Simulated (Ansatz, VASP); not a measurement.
# One calculation of GaSb, two programs

```
Ga Sb
1.0
    -1.48693    2.36406    2.64579
     1.48693   -2.36406    2.64579
     1.48693    2.36406   -2.64579
Ga Sb
1 1
Cartesian
  0.0000 0.0000 0.0000
  0.0000 0.0000 2.6458
```

Change from the starting cell: volume 18.601 Å^3 an atom, stretch along a over the lengths across it, relative to the relaxed cell 1.0000.

Alike in both runs: task single point; functional LDA; k mesh 18 × 18 × 18; occupations gaussian, width 0.15 eV; no spin polarisation.

|  | VASP | Ansatz |
| --- | --- | --- |
| version | VASP 6.6.1 | Ansatz 0.2.0 |
| potentials or method | VASP PAW LDA potentials, release 64 (Ga_d, Sb), cutoff 520 eV | scalar-relativistic, plane waves, PAW |
| valence electrons in the cell | 18 | 28 |

```csv
,VASP,Ansatz,Ansatz less VASP
gap on the k mesh at the Fermi level (eV),none,none,-
pressure (GPa),17.9,17.3,-0.54
"traceless stress, the component that is largest in VASP (GPa)",0.41,0.41,-0.007
```

Ansatz warns that its potentials were made for another functional, while VASP's fit it. LDA's correlation is that of Perdew and Zunger in VASP and of Perdew and Wang (1992) in Ansatz. A gap of «none» marks a metal or a gap that the smearing closes. VASP's potentials hold 18 valence electrons a cell and Ansatz's 28, so a difference there can come from the potentials and not from the codes.

Spin-orbit coupling is off throughout.
